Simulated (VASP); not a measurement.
Ba3AlP:

```
Ba Al P
1.0
     5.54544    0.00000    0.00000
     0.00000    5.54544    0.00000
     0.00000    0.00000    5.54544
Ba Al P
3 1 1
Direct
  0.50000 0.50000 0.00000
  0.50000 0.00000 0.50000
  0.00000 0.50000 0.50000
  0.00000 0.00000 0.00000
  0.50000 0.50000 0.50000
```

The cell was built from a structure type or drawn by symmetry, and may not be a known phase.

- Program: VASP 6.6.1
- Task: relaxation of cell and atoms
- Functional: PBE
- Potentials or basis: VASP PAW PBE potentials, release 64 (Ba_sv, Al, P)
- Cutoff: 600 eV
- k mesh: 4 × 4 × 4
- Occupations: gaussian, width 0.1 eV
- Spin: no spin polarisation

At the start: pressure 12.6 GPa; volume 34.11 Å³/atom.

**Question.** How do energy, volume and symmetry change on relaxing?

**Answer.** Over 3 steps the energy falls by 424.5 meV/atom and the volume is 47.59 Å³/atom (+39.5 %); space group Pm-3m (No. 221, to 0.1 Å) before and after.

The path:
```
step  energy change (eV)  largest force (eV/Å)  pressure (GPa)  volume (Å³)
   1              0.0000                0.0000           12.60       170.53
   2             -2.1090                0.0000           -0.60       245.70
   3             -2.1224                0.0000            0.06       237.96
```

Final structure:
```
Ba Al P
1.0
     6.19678    0.00000    0.00000
     0.00000    6.19678    0.00000
     0.00000    0.00000    6.19678
Ba Al P
3 1 1
Direct
  0.50000 0.50000 0.00000
  0.50000 0.00000 0.50000
  0.00000 0.50000 0.50000
  0.00000 0.00000 0.00000
  0.50000 0.50000 0.50000
```

Caveat: the volume moved by over 15 % at a fixed basis, so the end points are rough.
